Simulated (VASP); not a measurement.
# InSe (P6_3/mmc) in VASP: relaxation of cell and atoms with r2SCAN

Aim: the relaxation of cell and atoms of InSe with r2SCAN.

Everything below comes from runs of VASP 6.6.1. Logs are shortened: lines on timing, memory, paths and dates and some standing lists are left out, and cuts for length are marked.

### 1 The cell of the first run

Symmetry: P6_3/mmc, No. 194, hexagonal system. The conventional cell has a = 4.050 Å, b = 4.050 Å, c = 16.930 Å, α = 90.00°, β = 90.00°, γ = 120.00°. In (site symmetry 3m) has 3 Se at 2.52 Å and 1 In at 3.15 Å within 3.3 Å. Se (site symmetry 3m) has 3 In at 2.52 Å within 3.3 Å.

### 2 Relaxation of cell and atoms, r2SCAN

Input file POSCAR:

```
InSe
1.0
    4.0499987506      0.0000000000      0.0000000000
   -2.0249993753      3.5074018033      0.0000000000
    0.0000000000      0.0000000000     16.9300000000
In Se
4 4
Direct
    0.3333333333      0.6666666667      0.1570000000
    0.6666666667      0.3333333333      0.6570000000
    0.3333333333      0.6666666667      0.3430000000
    0.6666666667      0.3333333333      0.8430000000
    0.3333333333      0.6666666667      0.6020000000
    0.6666666667      0.3333333333      0.1020000000
    0.3333333333      0.6666666667      0.8980000000
    0.6666666667      0.3333333333      0.3980000000
```

Input file INCAR.step1:

```
SYSTEM = InSe
PREC = Accurate
ENCUT = 600
ISMEAR = 0
SIGMA = 0.1
LREAL = .FALSE.
LASPH = .TRUE.
NELM = 100
GGA = PE
ALGO = Normal
EDIFF = 1E-4
LWAVE = .TRUE.
LCHARG = .FALSE.
```

Input file INCAR.step2:

```
SYSTEM = InSe
PREC = Accurate
ENCUT = 600
EDIFF = 1E-6
ISMEAR = 0
SIGMA = 0.1
LREAL = .FALSE.
LASPH = .TRUE.
NELM = 100
ALGO = Normal
ISIF = 3
LWAVE = .FALSE.
LCHARG = .FALSE.
METAGGA = R2SCAN
LMIXTAU = .TRUE.
IBRION = 2
NSW = 90
EDIFFG = -0.04
ISTART = 1
```

Input file KPOINTS:

```
regular mesh
0
G
  6 6 1
  0 0 0
```

Potentials or basis: VASP PAW PBE potentials, release 64 (In_d, Se).

On the command line:

```console
> cat potpaw_PBE.64/In_d/POTCAR potpaw_PBE.64/Se/POTCAR > POTCAR
> cp INCAR.step1 INCAR
> mpirun -np 1 vasp_std > vasp.out
> cp INCAR.step2 INCAR
> mpirun -np 1 vasp_std > vasp.out
```

OUTCAR:

```text
SYSTEM = InSe
   PREC = Accurate
   ENCUT = 600
   EDIFF = 1E-6
   ISMEAR = 0
   LREAL = .FALSE.
   LASPH = .TRUE.
   NELM = 100
   ISIF = 3
   METAGGA = R2SCAN
   IBRION = 2
   NSW = 90
   EDIFFG = -0.04
   ISTART = 1

 ion  position               nearest neighbor table
   1  0.333  0.667  0.157-   6 2.52   6 2.52   6 2.52   3 3.15
   2  0.667  0.333  0.657-   5 2.52   5 2.52   5 2.52   4 3.15
   3  0.333  0.667  0.343-   8 2.52   8 2.52   8 2.52   1 3.15
   4  0.667  0.333  0.843-   7 2.52   7 2.52   7 2.52   2 3.15
   5  0.333  0.667  0.602-   2 2.52   2 2.52   2 2.52
   6  0.667  0.333  0.102-   1 2.52   1 2.52   1 2.52
   7  0.333  0.667  0.898-   4 2.52   4 2.52   4 2.52
   8  0.667  0.333  0.398-   3 2.52   3 2.52   3 2.52

  LATTYP: Found a hexagonal cell.
 ALAT       =     4.0499987506
 C/A-ratio  =     4.1802482032

  Lattice vectors:

 A1 = (   4.0499987506,   0.0000000000,   0.0000000000)
 A2 = (  -2.0249993753,   3.5074018033,   0.0000000000)
 A3 = (   0.0000000000,   0.0000000000,  16.9300000000)

Analysis of symmetry for initial positions (statically):
=====================================================================
 Subroutine PRICEL returns:
 Original cell was already a primitive cell.

 Routine SETGRP: Setting up the symmetry group for a
 hexagonal supercell.

 Subroutine GETGRP returns: Found 24 space group operations
 (whereof 12 operations were pure point group operations)
 out of a pool of 24 trial point group operations.

The static configuration has the point symmetry D_3d.
 The point group associated with its full space group is D_6h.

Analysis of symmetry for dynamics (positions and initial velocities):
=====================================================================
 Subroutine PRICEL returns:
 Original cell was already a primitive cell.

 Routine SETGRP: Setting up the symmetry group for a
 hexagonal supercell.

 Subroutine GETGRP returns: Found 24 space group operations
 (whereof 12 operations were pure point group operations)
 out of a pool of 24 trial point group operations.

The dynamic configuration has the point symmetry D_3d.
 The point group associated with its full space group is D_6h.

 Subroutine INISYM returns: Found 24 space group operations
 (whereof 12 operations are pure point group operations),
 and found     1 'primitive' translations

----------------------------------------------------------------------------------------

                                     Primitive cell

  volume of cell :     240.4902

  direct lattice vectors                    reciprocal lattice vectors
     4.049998751  0.000000000  0.000000000     0.246913656  0.142555666  0.000000000
    -2.024999375  3.507401803  0.000000000     0.000000000  0.285111332  0.000000000
     0.000000000  0.000000000 16.930000000     0.000000000  0.000000000  0.059066745

  length of vectors
     4.049998751  4.049998751 16.930000000     0.285111332  0.285111332  0.059066745

  position of ions in fractional coordinates (direct lattice)
     0.333333333  0.666666667  0.157000000
     0.666666667  0.333333333  0.657000000
     0.333333333  0.666666667  0.343000000
     0.666666667  0.333333333  0.843000000
     0.333333333  0.666666667  0.602000000
     0.666666667  0.333333333  0.102000000
     0.333333333  0.666666667  0.898000000
     0.666666667  0.333333333  0.398000000

  ion indices of the primitive-cell ions
   primitive index   ion index
                 1           1
                 2           2
                 3           3
                 4           4
                 5           5
                 6           6
                 7           7
                 8           8

----------------------------------------------------------------------------------------

 KPOINTS: regular mesh

Automatic generation of k-mesh.
 Grid dimensions read from file:
 generate k-points for:    6    6    1

 Generating k-lattice:

  Cartesian coordinates                     Fractional coordinates (reciprocal lattice)
     0.041152276  0.023759278  0.000000000     0.166666667  0.000000000  0.000000000
     0.000000000  0.047518555  0.000000000     0.000000000  0.166666667  0.000000000
     0.000000000  0.000000000  0.059066745     0.000000000  0.000000000  1.000000000

  Length of vectors
     0.047518555  0.047518555  0.059066745

  Shift w.r.t. Gamma in fractional coordinates (k-lattice)
     0.000000000  0.000000000  0.000000000

 Subroutine IBZKPT returns following result:
 ===========================================

 Found      7 irreducible k-points:

 Following reciprocal coordinates:
            Coordinates               Weight
  0.000000  0.000000  0.000000      1.000000
  0.166667  0.000000  0.000000      6.000000
  0.333333  0.000000  0.000000      6.000000
  0.500000  0.000000  0.000000      3.000000
  0.166667  0.166667  0.000000      6.000000
  0.333333  0.166667  0.000000     12.000000
  0.333333  0.333333  0.000000      2.000000
   k-points           NKPTS =      7   k-points in BZ     NKDIM =      7   number of bands    NBANDS=     45
   number of dos      NEDOS =    301   number of ions     NIONS =      8
   total plane-waves  NPLWV = 143360
   dimension x,y,z NGX =    32 NGY =   32 NGZ =  140
   dimension x,y,z NGXF=    64 NGYF=   64 NGZF=  280
   ions per type =               4   4
   NGX,Y,Z   is equivalent  to a cutoff of  13.14, 13.14, 13.75 a.u.
   NGXF,Y,Z  is equivalent  to a cutoff of  26.27, 26.27, 27.49 a.u.
 SYSTEM =  InSe
   PREC   = accura    normal or accurate (medium, high low for compatibility)
   ISTART =      1    job   : 0-new  1-cont  2-samecut
   ICHARG =      0    charge: 1-file 2-atom 10-const
   ISPIN  =      1    spin polarized calculation?
   LNONCOLLINEAR =      F non collinear calculations
   LSORBIT =      F    spin-orbit coupling
   LASPH  =      T    aspherical Exc in radial PAW
   ENCUT  =  600.0 eV  44.10 Ry    6.64 a.u.   8.09  8.09 33.81*2*pi/ulx,y,z
   NELM   =    100;   NELMIN=  2; NELMDL=  0     # of ELM steps
   EDIFF  = 0.1E-05   stopping-criterion for ELM
   LREAL  =      F    real-space projection
   EDIFFG = -.4E-01   stopping-criterion for IOM
   NSW    =     90    number of steps for IOM
   IBRION =      2    ionic relax: 0-MD 1-quasi-New 2-CG
   NFREE  =      1    steps in history (QN), initial steepest desc. (CG)
   ISIF   =      3    stress and relaxation
   ISYM   =      2    0-nonsym 1-usesym 2-fastsym
   POTIM  = 0.5000    time-step for ionic-motion
   TEBEG  =    0.0;   TEEND  =   0.0 temperature during run
   PSTRESS=    0.0 pullay stress
   NELECT =      76.0000    total number of electrons
   NUPDOWN=      -1.0000    fix difference up-down
   EMIN   =  10.00;   EMAX   =-10.00  energy-range for DOS
   EFERMI =   0.00;   METHOD = LEGACY
   ISMEAR =     0;   SIGMA  =   0.10  broadening in eV -4-tet -1-fermi 0-gaus
   EFERMI_NEDOS =   21; number of points for ismear=-14 and -15
   IALGO  =     38    algorithm
   IMIX   =      4    mixing-type and parameters
     AMIX     =   0.40;   BMIX     =  1.00
     AMIX_MAG =   1.60;   BMIX_MAG =  1.00
  volume/ion in A,a.u.               =      30.06       202.86
  Fermi-wavevector in a.u.,A,eV,Ry     =   1.115099  2.107232 16.918118  1.243447
  Thomas-Fermi vector in A             =   2.251701
   LORBIT       =      0    0 simple, 1 ext, 2 COOP (PROOUT), +10 PAW based schemes
   METAGGA = R2SCAN    functional components
   LHFCALC =     F    Hartree Fock is set to
   AEXX    =    0.0000 exact exchange contribution
   IVDW    =     0    specifies the selected vdW correction
   LEPSILON=     F    determine dielectric tensor
   LRPA    =     F    only Hartree local field effects (RPA)
 conjugate gradient relaxation of ions
 non-spin polarized calculation
 Gauss-broadening in eV      SIGMA  =   0.10
  energy-cutoff  :      600.00
  volume of cell :      240.49
 maximum number of plane-waves:      8054
   NGX = 17   NGY = 17   NGZ = 67

--------------------------------------- Ionic step        1  -------------------------------------------

 number of electron      75.9999998 magnetization

 Free energy of the ion-electron system (eV)
  ---------------------------------------------------
  ext. energy  EPLUGINS =         0.00000000
  ---------------------------------------------------
  free energy    TOTEN  =      -151.21827059 eV

  energy without entropy =     -151.21273046  energy(sigma->0) =     -151.21550053

------------------------ aborting loop because EDIFF is reached ----------------------------------------

  FORCE on cell =-STRESS in cart. coord.  units (eV):
  Direction    XX          YY          ZZ          XY          YZ          ZX
  --------------------------------------------------------------------------------------
  -------------------------------------------------------------------------------------
  Total       12.7682834     12.7682834      0.6415416      0.0000000     -0.0000000      0.0000000
  in kB       85.0639854     85.0639854      4.2740349      0.0000000     -0.0000000      0.0000000
  external PRESSURE =      58.1340019 kB  Pullay stress =       0.0000000 kB
[... 107 lines left out ...]
  FREE ENERGIE OF THE ION-ELECTRON SYSTEM (eV)
  ---------------------------------------------------
  free  energy   TOTEN  =      -152.5071924611 eV

  energy  without entropy=     -152.5047072396  energy(sigma->0) =     -152.50594985

[... ionic steps 4 to 10 ...]

--------------------------------------- Ionic step       11  -------------------------------------------

 number of electron      76.0000010 magnetization

------------------------ aborting loop because EDIFF is reached ----------------------------------------

  FORCE on cell =-STRESS in cart. coord.  units (eV):
  Direction    XX          YY          ZZ          XY          YZ          ZX
  --------------------------------------------------------------------------------------
  -------------------------------------------------------------------------------------
  Total       -0.0669245     -0.0669245      0.2487054      0.0000000      0.0000000      0.0000000
  in kB       -0.4402884     -0.4402884      1.6362044      0.0000000      0.0000000      0.0000000
  external PRESSURE =       0.2518759 kB  Pullay stress =       0.0000000 kB
[... 69 lines left out ...]
  energy  without entropy=     -152.9408678074  energy(sigma->0) =     -152.94086781

--------------------------------------- Ionic step       13  -------------------------------------------

 number of electron      76.0000014 magnetization

 Free energy of the ion-electron system (eV)
  ---------------------------------------------------
  ext. energy  EPLUGINS =         0.00000000
  ---------------------------------------------------
  free energy    TOTEN  =      -152.94232510 eV

  energy without entropy =     -152.94232510  energy(sigma->0) =     -152.94232510

 E-fermi :   3.8462     XC(G=0):  -9.2073

 val. band max:        3.3999490451   @ k =   0.0000   0.0000   0.0000
 cond. band min:       4.2908548375   @ k =   0.0000   0.0000   0.0000
 fundamental gap:      0.8909057924
 Fermi energy:         3.8462392265

 k-point     1 :       0.0000    0.0000    0.0000
  band No.  band energies     occupation
      1     -11.8000      2.00000
      2     -11.7998      2.00000
      3     -11.6157      2.00000
      4     -11.6157      2.00000
      5     -11.6155      2.00000
      6     -11.6155      2.00000
[... 360 lines left out ...]
  FREE ENERGIE OF THE ION-ELECTRON SYSTEM (eV)
  ---------------------------------------------------
  free  energy   TOTEN  =      -152.9423251036 eV

  energy  without entropy=     -152.9423251036  energy(sigma->0) =     -152.94232510

 reached required accuracy - stopping structural energy minimisation
```

Run time: 55 min. Hardware: 1 thread of AMD EPYC 9R45 (Zen 5), shared host; peak memory 0.46 GiB.

Results:

```
Free energy                           : -152.9423 eV
Relaxed volume                        : 30.47 Å³/atom
Relaxed cell                          : a = 4.039 Å, b = 4.039 Å, c = 17.254 Å, α = 90.00°, β = 90.00°, γ = 120.00°
Space group after relaxing (to 0.1 Å) : P6_3/mmc (No. 194)
Energy gained by relaxing             : 215.5 meV/atom
Ionic steps                           : 13
Pressure after relaxing               : 0.2 GPa
Largest force after relaxing          : 0.023 eV/Å
Band gap on the k mesh                : 0.89 eV
```

Forces in eV/Å, atoms in the order of the input:
```
In   0.000  0.000  0.023
In   0.000  0.000  0.023
In   0.000  0.000 -0.023
In   0.000  0.000 -0.023
Se   0.000  0.000  0.019
Se   0.000  0.000  0.019
Se   0.000  0.000 -0.019
Se   0.000  0.000 -0.019
```

Step by step:
| step | energy change (eV) | largest force (eV/Å) | pressure (GPa) | volume (Å³) |
| --- | --- | --- | --- | --- |
| 1 | 0.0000 | 2.8876 | 5.81 | 240.49 |
| 2 | -0.9795 | 0.4137 | -4.57 | 280.03 |
| 3 | -1.2889 | 0.8576 | -2.12 | 265.67 |
| 4 | -1.5499 | 0.3236 | -1.02 | 253.99 |
| 5 | -1.5979 | 0.1531 | -0.29 | 247.67 |
| 6 | -1.6862 | 0.1862 | 0.52 | 242.95 |
| 7 | -1.6990 | 0.2233 | 0.94 | 240.49 |
| 8 | -1.7145 | 0.1716 | -0.50 | 245.35 |
| 9 | -1.7202 | 0.0619 | -0.02 | 243.70 |
| 10 | -1.7212 | 0.0505 | 0.00 | 243.62 |
| 11 | -1.7218 | 0.0571 | 0.03 | 243.53 |
| 12 | -1.7226 | 0.0458 | 0.07 | 243.61 |
| 13 | -1.7241 | 0.0225 | 0.16 | 243.79 |

Final structure:
```cif
data_structure
_symmetry_space_group_name_H-M 'P 1'
_symmetry_Int_Tables_number 1
_cell_length_a 4.0392
_cell_length_b 4.0392
_cell_length_c 17.2541
_cell_angle_alpha 90.000
_cell_angle_beta 90.000
_cell_angle_gamma 120.000
_cell_volume 243.79
loop_
_atom_site_label
_atom_site_type_symbol
_atom_site_fract_x
_atom_site_fract_y
_atom_site_fract_z
_atom_site_occupancy
In1 In 0.33333 0.66667 0.16888 1
In2 In 0.66667 0.33333 0.66888 1
In3 In 0.33333 0.66667 0.33112 1
In4 In 0.66667 0.33333 0.83112 1
Se1 Se 0.33333 0.66667 0.59574 1
Se2 Se 0.66667 0.33333 0.09574 1
Se3 Se 0.33333 0.66667 0.90426 1
Se4 Se 0.66667 0.33333 0.40426 1
```

Caveat: the PAW data sets were made with another functional, which shifts forces and pressure a little; spin-orbit coupling is left out, which moves the levels of the heavy elements.
